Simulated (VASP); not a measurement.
A run of VASP 6.6.1 is set up as follows.

The input INCAR:

```
SYSTEM = CuAu3
PREC = Accurate
ENCUT = 520
EDIFF = 1E-8
ISMEAR = -1
SIGMA = 0.05
LREAL = .FALSE.
LASPH = .TRUE.
NELM = 80
ALGO = Normal
ISIF = 2
LWAVE = .FALSE.
LCHARG = .FALSE.
GGA = CA
LEFG = .TRUE.
NBANDS = 30
```

KPOINTS

```
Automatic mesh
0
G
  9 9 9
  0 0 0
```

File POSCAR:

```
CuAu3
1.0
    3.9532877858      0.0000000000      0.0000000000
    0.0000000000      3.9532877858      0.0000000000
    0.0000000000      0.0000000000      3.9532877858
Cu Au
1 3
Direct
    0.0000000000      0.0000000000      0.0000000000
    0.0000000000      0.5000000000      0.5000000000
    0.5000000000      0.0000000000      0.5000000000
    0.5000000000      0.5000000000      0.0000000000
```

Potentials or basis: VASP PAW LDA potentials, release 64 (Cu, Au).

The run is started by

```console
$ cat potpaw_LDA.64/Cu/POTCAR potpaw_LDA.64/Au/POTCAR > POTCAR
$ mpirun -np 1 vasp_std > vasp.out
```

Task: Estimate the band gap on the k mesh.

Result: Zero (bands 22 and 23 overlap by 1.61 eV).

Task: What does it give for the pressure?

Result: -1.7 GPa.

Electric field gradients, principal values (V/Å²):
```tsv
atom	least	middle	greatest (by size)
1 Cu	0.000	0.000	0.000
2 Au	39.748	39.748	-79.496
3 Au	39.748	39.748	-79.496
4 Au	39.748	39.748	-79.496
```

Caveat: without QUAD_EFG the Cq values of the log hold for a quadrupole moment of 1 mb, not for the nuclei; spin-orbit coupling is left out, which moves the levels of the heavy elements.
